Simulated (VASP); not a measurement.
Input of a VASP 6.6.1 run:

File INCAR:

```
PREC = Accurate ; ENCUT = 600
EDIFF = 1E-6 ; ISMEAR = 0
SIGMA = 0.1 ; LREAL = False
LASPH = True ; NELM = 120
ALGO = Normal ; ISIF = 2
LWAVE = False ; LCHARG = False
GGA = PE ; NBANDS = 14
GGA_COMPAT = False
```

The input KPOINTS:

```
regular mesh
0
Gamma
  6 6 6
```

The input POSCAR:

```
TaC
1.0
    0.0000000000      2.2230000500      2.2230000500
    2.2230000500      0.0000000000      2.2230000500
    2.2230000500      2.2230000500      0.0000000000
Ta C
1 1
Direct
    0.0000000000      0.0000000000      0.0000000000
    0.5000000000      0.5000000000      0.5000000000
```

Potentials or basis: VASP PAW PBE potentials, release 64 (Ta_pv, C).

Command:

```bash
$ cat potpaw_PBE.64/Ta_pv/POTCAR potpaw_PBE.64/C/POTCAR > POTCAR
$ mpirun -np 1 vasp_std > vasp.out
```

What does it give for the pressure?

7.2 GPa.

Caveat: the k points lie up to 0.41 Å⁻¹ apart.
